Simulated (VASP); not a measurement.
Wanted: the native input for a VASP 6.6.1 run.

| Item | Value |
| --- | --- |
| Task | single point |
| Functional | r2SCAN |
| Potentials or basis | VASP PAW PBE potentials, release 64 (Al, Ni) |
| Cutoff | 520 eV |
| k mesh | 12 × 12 × 8 |
| Occupations | gaussian, width 0.1 eV |
| Spin | no spin polarisation |
| Dipole correction | no |
| Further INCAR settings | ALGO = Normal; EDIFF = 1e-06; NBANDS = 22 |

Crystal: Al3Ni2.

```
Al Ni
1.0
     3.80481    0.00000    0.00000
    -1.90241    3.29507    0.00000
     0.00000    0.00000    4.63853
Al Ni
3 2
Direct
  0.00000 0.00000 0.00000
  0.33333 0.66667 0.64586
  0.66667 0.33333 0.35414
  0.33333 0.66667 0.14791
  0.66667 0.33333 0.85209
```

The input as run:

POSCAR

```
Al3Ni2
1.0
    3.8048146239      0.0000000000      0.0000000000
   -1.9024073119      3.2950661210      0.0000000000
    0.0000000000      0.0000000000      4.6385289244
Al Ni
3 2
Direct
    0.0000000000      0.0000000000      0.0000000000
    0.3333333333      0.6666666667      0.6458607092
    0.6666666667      0.3333333333      0.3541392908
    0.3333333333      0.6666666667      0.1479137451
    0.6666666667      0.3333333333      0.8520862549
```

INCAR.step1

```
SYSTEM = Al3Ni2
ALGO = Normal
EDIFF = 1E-4
ENCUT = 520
GGA = PE
ISMEAR = 0
LASPH = .True.
LCHARG = .False.
LREAL = .False.
LWAVE = .True.
NBANDS = 22
NELM = 80
PREC = Accurate
SIGMA = 0.1
```

INCAR.step2

```
SYSTEM = Al3Ni2
ALGO = Normal
EDIFF = 1E-6
ENCUT = 520
ISIF = 2
ISMEAR = 0
ISTART = 1
LASPH = .True.
LCHARG = .False.
LMIXTAU = .True.
LREAL = .False.
LWAVE = .False.
METAGGA = R2SCAN
NBANDS = 22
NELM = 80
PREC = Accurate
SIGMA = 0.1
```

KPOINTS

```
k-points
0
Gamma
  12 12 8
  0 0 0
```

Potentials or basis: VASP PAW PBE potentials, release 64 (Al, Ni).

Launch:

```bash
$ cat potpaw_PBE.64/Al/POTCAR potpaw_PBE.64/Ni/POTCAR > POTCAR
$ cp INCAR.step1 INCAR
$ mpirun -np 1 vasp_std > vasp.out
$ cp INCAR.step2 INCAR
$ mpirun -np 1 vasp_std > vasp.out
```

It gave:

```
Pressure               : 29.6 GPa
Largest force          : 0.030 eV/Å
Band gap on the k mesh : zero (an odd number of electrons rules out a gap without spin polarisation)
```

Caveat: the cell stands under pressure; the PAW data sets were made with another functional, which shifts forces and pressure a little.

Run time: 16 min on 1 thread of Intel Xeon 8259CL, on a shared host, peak memory 0.28 GiB.
